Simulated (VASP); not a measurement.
Here is a VASP 6.6.1 calculation.

INCAR

```
SYSTEM = Sn3PbS4
ALGO = Normal ; EDIFF = 1E-6
ENCUT = 520 ; GGA = PE
ISIF = 2 ; ISMEAR = 0
LASPH = .TRUE. ; LCHARG = .FALSE.
LREAL = .FALSE. ; LWAVE = .FALSE.
NBANDS = 50 ; NELM = 100
PREC = Accurate ; SIGMA = 0.1
```

KPOINTS

```
k-points
0
G
  6 6 6
  0 0 0
```

POSCAR

```
Sn3PbS4
1.0
    5.8945701000      0.0000000000      0.0000000000
    0.0000000000      5.8945701000      0.0000000000
    0.0000000000      0.0000000000      5.8945701000
Sn Pb S
3 1 4
Direct
    0.0000000000      0.5000000000      0.5000000000
    0.5000000000      0.5000000000      0.0000000000
    0.5000000000      0.0000000000      0.5000000000
    0.0000000000      0.0000000000      0.0000000000
    0.5000000000      0.0000000000      0.0000000000
    0.0000000000      0.0000000000      0.5000000000
    0.5000000000      0.5000000000      0.5000000000
    0.0000000000      0.5000000000      0.0000000000
```

Potentials or basis: VASP PAW PBE potentials, release 64 (Sn_d, Pb_d, S).

Run with:

```bash
$ cat potpaw_PBE.64/Sn_d/POTCAR potpaw_PBE.64/Pb_d/POTCAR potpaw_PBE.64/S/POTCAR > POTCAR
$ mpirun -np 1 vasp_std > vasp.out
```

Q: Predict the band gap on the k mesh.

A: Zero (filled and empty bands touch).

Q: Estimate the pressure.

A: -0.1 GPa.

Caveat: spin-orbit coupling is left out, which moves the levels of the heavy elements.
